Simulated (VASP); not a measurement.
# GaSb2 (Amm2) in VASP: notebook, part 2 of 2

VASP 6.6.1. The steps go on from the part before.

## (3) Single point, PBE

This run uses another cell than the first one, of 26.23 Å³/atom.

File INCAR:

```
PREC = Accurate
ENCUT = 520
EDIFF = 1E-7
ISMEAR = 0
SIGMA = 0.1
LREAL = F
LASPH = T
NELM = 80
ALGO = Normal
ISIF = 2
LWAVE = F
LCHARG = F
GGA = PE
NBANDS = 18
```

File KPOINTS:

```
regular mesh
0
Gamma
  2 6 6
```

File POSCAR:

```
GaSb2
1.0
    8.3926158513      0.0000000000      0.0000000000
    0.0000000000      1.7369698233      2.6987678094
    0.0000000000     -1.7369698233      2.6987678094
Ga Sb
1 2
Direct
    0.0000000000      0.7311034871      0.7311034871
    0.3157691881      0.1363378833      0.1363378833
    0.6842308119      0.1363378833      0.1363378833
```

Potentials or basis: VASP PAW PBE potentials, release 64 (Ga_d, Sb).

Run with:

```
cat potpaw_PBE.64/Ga_d/POTCAR potpaw_PBE.64/Sb/POTCAR > POTCAR
mpirun -np 1 vasp_std > vasp.out
```

It took 49 s on 1 thread of Intel Xeon 8259CL, shared host; peak memory 0.2 GiB.

Results (log left out):

```yaml
Free_energy: -10.7815 eV
Pressure: -0.1 GPa
Largest_force: 0.014 eV/Å
Band_gap_on_the_k_mesh: zero (an odd number of electrons rules out a gap without spin polarisation)
```

Forces on the atoms (eV/Å):
```
Ga   0.000  0.000  0.014
Sb  -0.005  0.000 -0.007
Sb   0.005  0.000 -0.007
```

Stress tensor (GPa, compression positive):
```
 0.02  0.00  0.00
 0.00  0.03  0.00
 0.00  0.00 -0.33
```

Levels at points of the mesh, in eV from the Fermi level:
```tsv
k point	band 7	band 8	band 9	band 10	band 11	band 12	band 13	band 14	band 15	band 16
(0.00, 0.00, 0.00)	-10.90	-7.91	-2.18	-2.06	4.04	5.19	5.20	6.26	6.78	7.59
(0.50, 0.00, 0.00)	-11.25	-6.96	-4.96	1.81	3.46	4.23	4.83	5.27	6.14	7.90
(0.00, 0.50, 0.00)	-7.67	-5.90	-4.41	-3.72	-2.98	1.27	1.64	2.51	2.93	3.82
(0.50, 0.50, 0.00)	-7.89	-5.51	-5.28	-2.61	-1.84	-1.78	1.45	2.69	3.32	4.44
(0.00, 0.50, 0.50)	-6.81	-5.24	-4.01	-3.71	-1.65	0.33	1.18	1.47	1.72	4.26
(0.50, 0.50, 0.50)	-7.10	-4.93	-4.58	-2.62	-1.45	-0.92	0.55	1.07	2.76	4.05
```

Caveat: the k points lie up to 0.37 Å⁻¹ apart, too coarse for converged energies and pressures of a metal; spin-orbit coupling is left out, which moves the levels of the heavy elements.

## (4) Relaxation of cell and atoms, PBE

File INCAR:

```
ALGO     = Normal         # electronic algorithm
EDIFF    = 1E-7           # SCF threshold, eV
EDIFFG   = -0.04          # ionic threshold
ENCUT    = 600            # plane-wave cutoff, eV
GGA      = PE             # functional
IBRION   = 2              # ionic algorithm
ISIF     = 3              # what is computed and relaxed
ISMEAR   = 0              # smearing method
LASPH    = True           # aspherical terms in the spheres
LCHARG   = False          # write CHGCAR
LREAL    = False          # projectors in reciprocal space
LWAVE    = False          # write WAVECAR
NELM     = 60             # most SCF steps
NSW      = 90             # ionic steps
PREC     = Accurate       # precision mode
SIGMA    = 0.1            # smearing width, eV
```

File KPOINTS:

```
k-points
0
Gamma
  2 6 6
```

File POSCAR:

```
GaSb2
1.0
    8.2705738990      0.0000000000      0.0000000000
    0.0000000000      1.7427920638      2.6923775334
    0.0000000000     -1.7427920638      2.6923775334
Ga Sb
1 2
Direct
    0.0000000000      0.7249411736      0.7249411736
    0.3107557328      0.1394190400      0.1394190400
    0.6892442672      0.1394190400      0.1394190400
```

Run with:

```
cat potpaw_PBE.64/Ga_d/POTCAR potpaw_PBE.64/Sb/POTCAR > POTCAR
mpirun -np 1 vasp_std > vasp.out
```

Wall time 4.4 min (1 thread of Intel Xeon 8259CL, shared host); peak memory 0.26 GiB.

The run converged. Its results:

* Free energy: -10.7838 eV
* Relaxed volume: 26.18 Å³/atom
* Relaxed cell: a = 8.466 Å, b = 3.179 Å, c = 3.179 Å, α = 66.63°, β = 90.00°, γ = 90.00°
* Space group after relaxing (to 0.1 Å): Amm2 (No. 38)
* Energy gained by relaxing: 5.4 meV/atom
* Ionic steps: 6
* Pressure after relaxing: 0.0 GPa
* Largest force after relaxing: 0.006 eV/Å
* Band gap on the k mesh: zero (an odd number of electrons rules out a gap without spin polarisation)

Forces on the atoms (eV/Å):
```
Ga   0.000  0.000  0.006
Sb   0.003  0.000 -0.003
Sb  -0.003  0.000 -0.003
```

Stress tensor (GPa, compression positive):
```
-0.03  0.00  0.00
 0.00  0.17  0.00
 0.00  0.00 -0.17
```

Step by step:
| step | energy change (eV) | largest force (eV/Å) | pressure (GPa) | volume (Å³) |
| --- | --- | --- | --- | --- |
| 1 | 0.0000 | 0.1957 | 0.42 | 77.62 |
| 2 | -0.0086 | 0.1387 | -0.07 | 78.38 |
| 3 | -0.0114 | 0.1009 | -0.45 | 79.06 |
| 4 | -0.0154 | 0.0275 | 0.00 | 78.48 |
| 5 | -0.0156 | 0.0134 | 0.09 | 78.36 |
| 6 | -0.0161 | 0.0055 | -0.01 | 78.53 |

Final structure:
```
Ga Sb
1.0
     8.46609    0.00000    0.00000
     0.00000    1.74589    2.65641
     0.00000   -1.74589    2.65641
Ga Sb
1 2
Direct
  0.00000 0.72593 0.72593
  0.31460 0.13893 0.13893
  0.68540 0.13893 0.13893
```

Levels at points of the mesh, in eV from the Fermi level:
| k point | band 9 | band 10 | band 11 | band 12 | band 13 | band 14 |
| --- | --- | --- | --- | --- | --- | --- |
| (0.00, 0.00, 0.00) | -2.40 | -2.32 | 3.98 | 5.05 | 5.24 | 6.19 |
| (0.50, 0.00, 0.00) | -5.09 | 1.45 | 3.18 | 4.17 | 4.71 | 5.31 |
| (0.00, 0.50, 0.00) | -4.65 | -3.82 | -3.14 | 1.09 | 1.39 | 2.69 |
| (0.50, 0.50, 0.00) | -5.45 | -2.82 | -2.00 | -1.93 | 1.29 | 2.84 |
| (0.00, 0.50, 0.50) | -4.18 | -3.69 | -1.66 | 0.05 | 1.05 | 1.11 |
| (0.50, 0.50, 0.50) | -4.68 | -2.69 | -1.41 | -1.02 | 0.26 | 0.74 |

Caveat: the k points lie up to 0.37 Å⁻¹ apart in the final cell, too coarse for converged energies and pressures of a metal; spin-orbit coupling is left out, which moves the levels of the heavy elements.

## (5) Single point, PBE

This run uses another cell than the first one, of 26.85 Å³/atom.

File INCAR:

```
PREC = Accurate
ENCUT = 520
EDIFF = 1E-7
ISMEAR = 0
SIGMA = 0.1
LREAL = False
LASPH = True
NELM = 80
ALGO = Normal
ISIF = 2
LWAVE = False
LCHARG = False
GGA = PE
NBANDS = 18
```

File KPOINTS:

```
Automatic mesh
0
Gamma
  6 16 16
```

File POSCAR:

```
GaSb2
1.0
    8.2558516709      0.0000000000      0.0000000000
    0.0000000000      2.1770677959      2.2409969179
    0.0000000000     -2.1770677959      2.2409969179
Ga Sb
1 2
Direct
    0.0000000000      0.7540036033      0.7540036033
    0.3135603679      0.1248878252      0.1248878252
    0.6864396321      0.1248878252      0.1248878252
```

Potentials or basis: VASP PAW PBE potentials, release 64 (Ga_d, Sb).

Run with:

```
cat potpaw_PBE.64/Ga_d/POTCAR potpaw_PBE.64/Sb/POTCAR > POTCAR
mpirun -np 1 vasp_std > vasp.out
```

OUTCAR:

```text
PREC = Accurate
   ENCUT = 520
   EDIFF = 1E-7
   ISMEAR = 0
   LREAL = False
   LASPH = True
   NELM = 80
   ISIF = 2
   GGA = PE

 ion  position               nearest neighbor table
   1  0.000  0.754  0.754-   2 3.08   3 3.08
   2  0.314  0.125  0.125-   1 3.08   3 3.08
   3  0.686  0.125  0.125-   1 3.08   2 3.08

  LATTYP: Found a base centered orthorhombic cell.
 ALAT       =     4.3541355918
 B/A-ratio  =     1.0293647824
[... 699 lines left out ...]

  FORCE on cell =-STRESS in cart. coord.  units (eV):
  Direction    XX          YY          ZZ          XY          YZ          ZX
  --------------------------------------------------------------------------------------
  -------------------------------------------------------------------------------------
  Total       -0.0000507     -0.0131078     -0.0035213      0.0000000      0.0000000      0.0000000
  in kB       -0.0010088     -0.2606969     -0.0700336      0.0000000      0.0000000      0.0000000
  external PRESSURE =      -0.1105798 kB  Pullay stress =       0.0000000 kB

 VOLUME and BASIS-vectors are now :
 -----------------------------------------------------------------------------
  energy-cutoff  :      520.00
  volume of cell :       80.56
      direct lattice vectors                 reciprocal lattice vectors
     8.255851671  0.000000000  0.000000000     0.121126207  0.000000000  0.000000000
     0.000000000  2.177067796  2.240996918     0.000000000  0.229666711  0.223114988
     0.000000000 -2.177067796  2.240996918     0.000000000 -0.229666711  0.223114988

 POSITION                                       TOTAL-FORCE (eV/Angst)
 -----------------------------------------------------------------------------------
      0.00000      0.00000      3.37944         0.000000      0.000000     -0.002101
      2.58871      0.00000      0.55975         0.000861      0.000000      0.001051
      5.66714      0.00000      0.55975        -0.000861      0.000000      0.001051
 -----------------------------------------------------------------------------------
    total drift:                               -0.000000     -0.000000     -0.000182

  FREE ENERGIE OF THE ION-ELECTRON SYSTEM (eV)
  ---------------------------------------------------
  free  energy   TOTEN  =       -10.8754334654 eV

  energy  without entropy=      -10.8682863009  energy(sigma->0) =      -10.87185988
```

OSZICAR:

```text
N       E                     dE             d eps       ncg     rms          rms(c)
DAV:   1     0.121261048717E+03    0.12126E+03   -0.97776E+03 10536   0.140E+03
DAV:   2    -0.777826386784E-01   -0.12134E+03   -0.11829E+03 12260   0.317E+02
DAV:   3    -0.106297416178E+02   -0.10552E+02   -0.10327E+02 13262   0.792E+01
DAV:   4    -0.108939268879E+02   -0.26419E+00   -0.26266E+00 12184   0.125E+01
DAV:   5    -0.108995660717E+02   -0.56392E-02   -0.56373E-02 13722   0.188E+00    0.281E+00
DAV:   6    -0.108783720455E+02    0.21194E-01   -0.55733E-02 12158   0.189E+00    0.167E+00
DAV:   7    -0.108753631015E+02    0.30089E-02   -0.23738E-02 15100   0.127E+00    0.194E-01
DAV:   8    -0.108753749380E+02   -0.11837E-04   -0.26691E-03 11370   0.497E-01    0.576E-02
DAV:   9    -0.108754182212E+02   -0.43283E-04   -0.16342E-04 12446   0.111E-01    0.263E-02
DAV:  10    -0.108754327595E+02   -0.14538E-04   -0.28404E-05 11278   0.379E-02    0.475E-03
DAV:  11    -0.108754335349E+02   -0.77542E-06   -0.20970E-06 11710   0.913E-03    0.195E-03
DAV:  12    -0.108754334258E+02    0.10904E-06   -0.36975E-07 11224   0.298E-03    0.592E-04
DAV:  13    -0.108754334654E+02   -0.39542E-07   -0.42212E-08  6508   0.105E-03
   1 F= -.10875433E+02 E0= -.10871860E+02  d E =-.714716E-02
```

stdout:

```text
POSCAR found type information on POSCAR GaSb
 POSCAR found :  2 types and       3 ions
 scaLAPACK will be used
 LDA part: xc-table for (Slater+PW92), standard interpolation
 POSCAR, INCAR and KPOINTS ok, starting setup
 FFT: planning ... GRIDC
 FFT: planning ... GRID_SOFT
 FFT: planning ... GRID
 WAVECAR not read
 entering main loop
```

It took 5.2 min on 1 thread of Intel Xeon 8259CL, shared host; peak memory 0.51 GiB.

What came out:

| Item | Value |
| --- | --- |
| Free energy | -10.8754 eV |
| Pressure | 0.0 GPa |
| Band gap on the k mesh | zero (an odd number of electrons rules out a gap without spin polarisation) |

Forces on the atoms (eV/Å):
```
Ga   0.000  0.000 -0.002
Sb   0.001  0.000  0.001
Sb  -0.001  0.000  0.001
```

Caveat: spin-orbit coupling is left out, which moves the levels of the heavy elements.

## (6) Summary

```csv
task,cell,k mesh,cutoff (eV),gap on the mesh (eV),pressure (GPa),largest force (eV/Å)
single point,"a = 8.271, b = 3.207, c = 3.207 Å, angles 65.8, 90.0, 90.0°, 3 atoms, atomic positions A",2 × 6 × 6,520,none,0.4,0.20
single point,"a = 8.393, b = 3.209, c = 3.209 Å, angles 65.5, 90.0, 90.0°, 3 atoms, atomic positions B",2 × 6 × 6,520,none,-0.1,0.01
relaxation of cell and atoms,"relaxed from a = 8.271, b = 3.207, c = 3.207 Å, angles 65.8, 90.0, 90.0°, 3 atoms, atomic positions A",2 × 6 × 6,600,none,0.0,0.01
single point,"a = 8.256, b = 3.124, c = 3.124 Å, angles 88.3, 90.0, 90.0°, 3 atoms, atomic positions C",6 × 16 × 16,520,none,0.0,-
```

Alike in all rows: level PBE; potentials or basis VASP PAW PBE potentials, release 64 (Ga_d, Sb); no spin polarisation; smearing gaussian 0.1 eV.

Caveats: some runs use coarse meshes; spin-orbit coupling is left out, which moves the levels of the heavy elements.

Absolute energies hang on the potentials; compare differences alone.
